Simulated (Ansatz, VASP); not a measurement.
Ge: VASP beside Ansatz

The input INCAR:

```
SYSTEM = Ge
PREC = Accurate
ENCUT = 520
EDIFF = 1E-8
ISMEAR = -1
SIGMA = 0.05
LREAL = .FALSE.
LASPH = .TRUE.
NELM = 80
ALGO = Normal
ISIF = 2
LWAVE = .FALSE.
LCHARG = .FALSE.
GGA = PE
LEFG = .TRUE.
NBANDS = 13
```

KPOINTS

```
Automatic mesh
0
G
  13 13 13
  0 0 0
```

The input POSCAR:

```
Ge
1.0
    2.7120740316      0.0000000000      0.0000000000
    0.0000000000      2.7120740316      0.0000000000
    0.0000000000      0.0000000000      2.7120740316
Ge
1
Direct
    0.0000000000      0.0000000000      0.0000000000
```

Input for Ansatz:

```yaml
crystal:
  lattice:
    - [2.7120740316, 0.0, 0.0]
    - [0.0, 2.7120740316, 0.0]
    - [0.0, 0.0, 2.7120740316]
  atoms:
    - { symbol: Ge, position: [0.0, 0.0, 0.0] }
kpoints:
  mp_grid: { grid: [13, 13, 13] }
scf:
  occupations: { method: fermi_dirac, width: 0.05 }
hamiltonian:
  xc: pbe
  pseudopotentials: { kind: paw }
output:
  forces: true
  stress: true
  eigenvalues: true
  efg: { contact_densities: true }
  write_density: true
  write_potential: true
  elf: true
  volumetric_format: npy
basis:
  ecutwfc: 800
```

Alike in both runs: task electric field gradients; functional PBE; k mesh 13 × 13 × 13; occupations fermi-dirac, width 0.05 eV; no spin polarisation.

```csv
,VASP,Ansatz
version,VASP 6.6.1,Ansatz 0.2.0
potentials or method,"VASP PAW PBE potentials, release 64 (Ge_d), cutoff 520 eV","PAW with Ansatz's default frozen-core files, scalar-relativistic"
valence electrons in the cell,14,14
```

|  | VASP | Ansatz | Ansatz less VASP |
| --- | --- | --- | --- |
| pressure (GPa) | 0.0 | 0.0 | -0.04 |
